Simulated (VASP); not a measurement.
A run of VASP 6.6.1 is set up as follows.

The input INCAR:

```
AGGAC = 1.0
AGGAX = 1.0
ALDAC = 0.0
ALDAX = 1.0
ALGO = Normal
EDIFF = 1E-7
EDIFFG = -0.01
ENCUT = 600
GGA = B5
IBRION = 2
ISIF = 3
ISMEAR = -1
LASPH = True
LCHARG = False
LREAL = False
LWAVE = False
NELM = 80
NSW = 80
PREC = Accurate
SIGMA = 0.1
```

KPOINTS

```
k-points
0
Gamma
  5 5 5
```

POSCAR

```
Li
1.0
    5.5706665117      0.0000000000      0.0000000000
    0.0000000000      5.5706665117      0.0000000000
    0.0000000000      0.0000000000      5.5706665117
Li
8
Direct
    0.0000000000      0.0000000000      0.0000000000
    0.5000000000      0.5000000000      0.5000000000
    0.2500000000      0.0000000000      0.5000000000
    0.7500000000      0.0000000000      0.5000000000
    0.5000000000      0.2500000000      0.0000000000
    0.5000000000      0.7500000000      0.0000000000
    0.0000000000      0.5000000000      0.2500000000
    0.0000000000      0.5000000000      0.7500000000
```

Potentials or basis: VASP PAW PBE potentials, release 64 (Li_sv).

The run is started by

```console
$ cat potpaw_PBE.64/Li_sv/POTCAR > POTCAR
$ mpirun -np 1 vasp_std > vasp.out
```

Problem. Estimate the space group after relaxing (to 0.05 Å).

Solution. Pm-3n (No. 223).

Problem. What does it give for the relaxed volume?

Solution. 19.89 Å³/atom.

Problem. Estimate the band gap on the k mesh.

Solution. Zero (band 12 reaches 1.37 eV, above the bottom of band 13 at 0.86 eV).

Problem. Predict the relaxed cell.

Solution. a = 5.419 Å, b = 5.419 Å, c = 5.419 Å, α = 90.00°, β = 90.00°, γ = 90.00°.

Final structure:
```
CELL_PARAMETERS angstrom
5.41918 0.00000 0.00000
0.00000 5.41918 0.00000
0.00000 0.00000 5.41918
ATOMIC_POSITIONS crystal
Li 0.00000 0.00000 0.00000
Li 0.50000 0.50000 0.50000
Li 0.25000 0.00000 0.50000
Li 0.75000 0.00000 0.50000
Li 0.50000 0.25000 0.00000
Li 0.50000 0.75000 0.00000
Li 0.00000 0.50000 0.25000
Li 0.00000 0.50000 0.75000
```

Caveat: the cutoff is under 1.25 times the usual one of these potentials, so pressure, stress and relaxed cells hold a basis-set (Pulay) error; the PAW data sets were made with another functional, which shifts forces and pressure a little.
